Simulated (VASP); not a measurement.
Input of a VASP 6.6.1 run:

Contents of POSCAR:

```
W3Se
1.0
    4.1695301292      0.0000000000      0.0000000000
    0.0000000000      4.1695301292      0.0000000000
    0.0000000000      0.0000000000      4.1695301292
W Se
3 1
Direct
    0.0000000000      0.5000000000      0.5000000000
    0.5000000000      0.0000000000      0.5000000000
    0.5000000000      0.5000000000      0.0000000000
    0.0000000000      0.0000000000      0.0000000000
```

Contents of INCAR.step1:

```
PREC = Accurate
ENCUT = 600
ISMEAR = 0
SIGMA = 0.1
LREAL = False
LASPH = True
NELM = 100
GGA = PE
ALGO = Normal
EDIFF = 1E-4
LWAVE = True
LCHARG = False
```

Contents of INCAR.step2:

```
PREC = Accurate
ENCUT = 600
EDIFF = 1E-6
ISMEAR = 0
SIGMA = 0.1
LREAL = False
LASPH = True
NELM = 100
ALGO = Normal
ISIF = 3
LWAVE = False
LCHARG = False
METAGGA = R2SCAN
LMIXTAU = True
IBRION = 2
NSW = 90
EDIFFG = -0.04
ISTART = 1
```

The input KPOINTS:

```
Automatic mesh
0
Gamma
  4 4 4
```

Potentials or basis: VASP PAW PBE potentials, release 64 (W_sv, Se).

The run is started by

```sh
$ cat potpaw_PBE.64/W_sv/POTCAR potpaw_PBE.64/Se/POTCAR > POTCAR
$ cp INCAR.step1 INCAR
$ mpirun -np 1 vasp_std > vasp.out
$ cp INCAR.step2 INCAR
$ mpirun -np 1 vasp_std > vasp.out
```

(1) What does it give for the relaxed volume?

(2) Predict the relaxed cell.

Answers

(1) 16.25 Å³/atom.

(2) a = 4.021 Å, b = 4.021 Å, c = 4.021 Å, α = 90.00°, β = 90.00°, γ = 90.00°.

Caveat: the k points lie up to 0.39 Å⁻¹ apart in the final cell; the PAW data sets were made with another functional, which shifts forces and pressure a little.
